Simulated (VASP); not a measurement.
# CoSi (rocksalt type) (Fm-3m) in VASP: notebook, part 2 of 2

VASP 6.6.1. Earlier steps stand in the parts before.

### 3 Single point, PBE (volume scaled by 0.8)

INCAR reads:

```
SYSTEM = CoSi
  ALGO = Normal
  EDIFF = 1E-6
  ENCUT = 520
  GGA = PE
  ISIF = 2
  ISMEAR = -1
  LASPH = .TRUE.
  LCHARG = .FALSE.
  LREAL = .FALSE.
  LWAVE = .FALSE.
  NBANDS = 14
  NELM = 60
  PREC = Accurate
  SIGMA = 0.1
```

KPOINTS reads:

```
k-points
0
G
  16 16 16
  0 0 0
```

POSCAR reads:

```
CoSi
1.0
    0.0000000000      2.1651286978      2.1651286978
    2.1651286978      0.0000000000      2.1651286978
    2.1651286978      2.1651286978      0.0000000000
Co Si
1 1
Direct
    0.0000000000      0.0000000000      0.0000000000
    0.5000000000      0.5000000000      0.5000000000
```

Potentials or basis: VASP PAW PBE potentials, release 64 (Co, Si).

Run with:

```bash
$ cat potpaw_PBE.64/Co/POTCAR potpaw_PBE.64/Si/POTCAR > POTCAR
$ mpirun -np 1 vasp_std > vasp.out
```

OUTCAR:

```text
SYSTEM = CoSi
   EDIFF = 1E-6
   ENCUT = 520
   GGA = PE
   ISIF = 2
   ISMEAR = -1
   LASPH = .TRUE.
   LREAL = .FALSE.
   NELM = 60
   PREC = Accurate

 ion  position               nearest neighbor table
   1  0.000  0.000  0.000-   2 2.17   2 2.17   2 2.17   2 2.17   2 2.17   2 2.17
   2  0.500  0.500  0.500-   1 2.17   1 2.17   1 2.17   1 2.17   1 2.17   1 2.17

  LATTYP: Found a face centered cubic cell.
 ALAT       =     4.3302573956

  Lattice vectors:

 A1 = (   0.0000000000,   2.1651286978,   2.1651286978)
 A2 = (   2.1651286978,   0.0000000000,   2.1651286978)
 A3 = (   2.1651286978,   2.1651286978,   0.0000000000)

Analysis of symmetry for initial positions (statically):
=====================================================================
 Subroutine PRICEL returns:
 Original cell was already a primitive cell.

 Routine SETGRP: Setting up the symmetry group for a
 face centered cubic supercell.

 Subroutine GETGRP returns: Found 48 space group operations
 (whereof 48 operations were pure point group operations)
 out of a pool of 48 trial point group operations.

The static configuration has the point symmetry O_h .

Analysis of symmetry for dynamics (positions and initial velocities):
=====================================================================
 Subroutine PRICEL returns:
 Original cell was already a primitive cell.

 Routine SETGRP: Setting up the symmetry group for a
 face centered cubic supercell.

 Subroutine GETGRP returns: Found 48 space group operations
 (whereof 48 operations were pure point group operations)
 out of a pool of 48 trial point group operations.

The dynamic configuration has the point symmetry O_h .

 Subroutine INISYM returns: Found 48 space group operations
 (whereof 48 operations are pure point group operations),
 and found     1 'primitive' translations

----------------------------------------------------------------------------------------

                                     Primitive cell
[... 114 lines left out ...]
  Thomas-Fermi vector in A             =   2.532999
   LORBIT       =      0    0 simple, 1 ext, 2 COOP (PROOUT), +10 PAW based schemes
   GGA     = PE    functional components
[... 5 lines left out ...]
 non-spin polarized calculation
  energy-cutoff  :      520.00
  volume of cell :       20.30
 maximum number of plane-waves:       568
   NGX = 11   NGY = 11   NGZ = 11

 number of electron      13.0000004 magnetization

 Free energy of the ion-electron system (eV)
  ---------------------------------------------------
  ext. energy  EPLUGINS =         0.00000000
  ---------------------------------------------------
  free energy    TOTEN  =       -11.54994313 eV

  energy without entropy =      -11.51378449  energy(sigma->0) =      -11.53186381

 E-fermi :  13.2827     XC(G=0): -13.1430

 val. band max:       13.2815811549   @ k =  -0.3750   0.0625   0.0000
 cond. band min:      13.2857283655   @ k =  -0.2500   0.4375   0.1875
 fundamental gap:      0.0041472105
 Fermi energy:        13.2826736291

 k-point     1 :       0.0000    0.0000    0.0000
  band No.  band energies     occupation
      1      -0.7999      2.00000
      2      10.4368      2.00000
      3      10.4368      2.00000
      4      10.4368      2.00000
      5      10.6488      2.00000
      6      10.6488      2.00000
      7      18.8127      0.00000
      8      18.8127      0.00000
      9      18.8127      0.00000
     10      25.0689      0.00000
     11      25.0689      0.00000
     12      25.0689      0.00000
     13      25.4779      0.00000
     14      30.4289      0.00000
[... 377 lines left out ...]
      1      -0.5476      2.00000
      2      10.2517      2.00000
      3      10.3878      2.00000
      4      10.4794      2.00000
      5      10.5200      2.00000
      6      10.6997      2.00000
      7      18.0735      0.00000
      8      18.4144      0.00000
      9      19.2718      0.00000
     10      23.7365      0.00000
     11      25.1496      0.00000
     12      25.1665      0.00000
     13      27.6522      0.00000
     14      27.9811      0.00000

 [... further k-points ...]

------------------------ aborting loop because EDIFF is reached ----------------------------------------

  FORCE on cell =-STRESS in cart. coord.  units (eV):
  Direction    XX          YY          ZZ          XY          YZ          ZX
  --------------------------------------------------------------------------------------
  -------------------------------------------------------------------------------------
  Total        7.3988803      7.3988803      7.3988803      0.0000000      0.0000000     -0.0000000
  in kB      583.9765931    583.9765931    583.9765931      0.0000000      0.0000000     -0.0000000
  external PRESSURE =     583.9765931 kB  Pullay stress =       0.0000000 kB

 VOLUME and BASIS-vectors are now :
 -----------------------------------------------------------------------------
  energy-cutoff  :      520.00
  volume of cell :       20.30
      direct lattice vectors                 reciprocal lattice vectors
     0.000000000  2.165128698  2.165128698    -0.230933154  0.230933154  0.230933154
     2.165128698  0.000000000  2.165128698     0.230933154 -0.230933154  0.230933154
     2.165128698  2.165128698  0.000000000     0.230933154  0.230933154 -0.230933154

 POSITION                                       TOTAL-FORCE (eV/Angst)
 -----------------------------------------------------------------------------------
      0.00000      0.00000      0.00000         0.000000     -0.000000     -0.000000
      2.16513      2.16513      2.16513        -0.000000      0.000000      0.000000
 -----------------------------------------------------------------------------------
    total drift:                                0.000000     -0.000000     -0.000000

  FREE ENERGIE OF THE ION-ELECTRON SYSTEM (eV)
  ---------------------------------------------------
  free  energy   TOTEN  =       -11.5499431343 eV

  energy  without entropy=      -11.5137844878  energy(sigma->0) =      -11.53186381
```

Run time: 27 s. Hardware: 1 thread of Intel Xeon Platinum 8259CL at 2.50GHz (Skylake/Cascade Lake), shared host; peak memory 0.17 GiB.

What came out:

- Free energy: -11.5499 eV
- Pressure: 58.4 GPa

Levels at points of the mesh, in eV from the Fermi level:
| k point | band 2 | band 3 | band 4 | band 5 | band 6 | band 7 | band 8 | band 9 | band 10 | band 11 |
| --- | --- | --- | --- | --- | --- | --- | --- | --- | --- | --- |
| (0.00, 0.00, 0.00) | -2.85 | -2.85 | -2.85 | -2.63 | -2.63 | 5.53 | 5.53 | 5.53 | 11.79 | 11.79 |
| (0.50, 0.00, 0.00) | -8.21 | -3.94 | -3.94 | -1.34 | -1.34 | -0.30 | 7.21 | 7.21 | 7.70 | 8.22 |
| (0.50, 0.50, 0.00) | -6.23 | -4.51 | -1.99 | -1.01 | -1.01 | 0.01 | 0.01 | 0.34 | 6.70 | 7.66 |

 Spin polarisation is off, so any magnetic state and its effect on volume and gap are missing.
